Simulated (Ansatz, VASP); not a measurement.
**Two plane-wave programs on KHf3O2**

```
K Hf O
1.0
     4.72279    0.00000    0.00000
    -2.36139    4.09005    0.00000
     0.00000    0.00000    5.89455
K Hf O
1 3 2
Direct
  0.66667 0.33333 0.00000
  0.66667 0.33333 0.50000
  0.00000 0.00000 0.00000
  0.00000 0.00000 0.50000
  0.33333 0.66667 0.23537
  0.33333 0.66667 0.76463
```

Change from the starting cell: species swapped into the Gd2CoNi3 type (P-6m2, No. 187).

Alike in both runs: functional PBE; k mesh 6 × 6 × 2; occupations gaussian, width 0.1 eV; no spin polarisation.

Ansatz relaxed the structure, and its values are those at the end. VASP's run is a single point on that final structure, the one shown.

|  | VASP | Ansatz |
| --- | --- | --- |
| version | VASP 6.6.1 | Ansatz 0.2.0 |
| potentials or method | VASP PAW PBE potentials, release 64 (K_sv, Hf_pv, O), cutoff 520 eV | scalar-relativistic, plane waves, PAW |
| valence electrons in the cell | 51 | 99 |

Ansatz gave:

| Item | Value |
| --- | --- |
| gap on the k mesh at the Fermi level (eV) | none |
| pressure (GPa) | 0.2 |

Problem. What did VASP give for the same quantities?

Solution. gap on the k mesh at the Fermi level (eV): none; pressure (GPa): -0.2.

A gap of «none» marks a metal or a gap that the smearing closes. VASP's potentials hold 51 valence electrons a cell and Ansatz's 99, so a difference there can come from the potentials and not from the codes.

The k mesh is coarse, so the values compare programs but aren't converged. Neither program's run includes spin-orbit coupling.
